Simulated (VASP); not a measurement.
**Pb8Se7 (a cell with a defect): single point with PBE**

System: Pb8Se7 (a cell with a defect).

```
Pb Se
1.0
     0.00000   -4.39736   -4.39724
     0.00000    4.39736   -4.39724
    12.43133    0.00000    0.00000
Pb Se
8 7
Direct
  0.75007 0.50008 0.87501
  0.25008 0.00007 0.87501
  0.74994 0.49993 0.37502
  0.24993 0.99994 0.37502
  0.24992 0.49992 0.12718
  0.74993 0.99993 0.12481
  0.25003 0.50003 0.62279
  0.75005 0.00005 0.62516
  0.24997 0.99992 0.62434
  0.75001 0.50000 0.12565
  0.25000 0.00001 0.12565
  0.74992 0.49997 0.62434
  0.75002 0.00002 0.37501
  0.25000 0.50000 0.87500
  0.75000 0.00000 0.87500
```

```yaml
Program: VASP 6.6.1
Task: single point
Functional: PBE
Potentials_or_basis: VASP PAW PBE potentials, release 64 (Pb_d, Se)
Cutoff: 520 eV
k_mesh: 4 × 4 × 2
Occupations: gaussian, width 0.05 eV
Spin: no spin polarisation
Dipole_correction: no
Further_INCAR_settings: LREAL = Auto; ALGO = Normal; EDIFF = 1e-06; NBANDS = 90
```

```
Pressure               : -0.8 GPa
Largest force          : 0.020 eV/Å
Band gap on the k mesh : zero (bands 77 and 78 overlap by 0.85 eV)
```

Forces on the atoms (eV/Å):
```
Pb   0.000  0.000 -0.002
Pb   0.000  0.000 -0.002
Pb   0.000  0.000  0.002
Pb   0.000  0.000  0.002
Pb   0.020  0.000 -0.002
Pb  -0.006  0.000 -0.001
Pb  -0.019  0.000  0.001
Pb   0.007  0.000  0.000
Se   0.000 -0.001  0.001
Se   0.000  0.000  0.000
Se   0.000  0.000  0.000
Se   0.000  0.001  0.001
Se  -0.001  0.000  0.001
Se   0.000  0.000  0.000
Se   0.000  0.000  0.000
```

Stress tensor (GPa, compression positive):
```
-1.02  0.00  0.00
 0.00 -0.64  0.00
 0.00  0.00 -0.64
```

Levels at points of the mesh, in eV from the Fermi level:
```tsv
k point	band 73	band 74	band 75	band 76	band 77	band 78	band 79	band 80	band 81	band 82
(0.00, 0.00, 0.00)	-2.34	-2.18	-1.80	-1.43	0.58	0.58	0.61	0.97	1.22	1.49
(0.50, 0.00, 0.00)	-1.49	-1.44	-1.43	-1.40	-0.59	0.02	0.32	0.47	0.76	1.14
(0.50, 0.50, 0.00)	-1.34	-1.14	-0.93	-0.93	-0.75	-0.27	-0.27	-0.26	0.37	0.50
(0.00, 0.00, 0.50)	-2.61	-2.61	-2.14	-1.75	0.55	0.55	1.07	1.52	2.05	2.48
(0.50, 0.00, 0.50)	-1.71	-1.49	-1.48	-1.48	-0.23	0.00	0.48	0.77	1.02	1.03
(0.50, 0.50, 0.50)	-1.23	-1.23	-1.23	-1.21	-1.16	-0.22	0.13	0.13	0.29	0.32
```

It took 7.9 min on 1 thread of Intel(R) Xeon(R) 6975P-C (Granite Rapids), on a shared host, peak memory 0.69 GiB.

Caveat: spin-orbit coupling is left out, which moves the levels of the heavy elements.
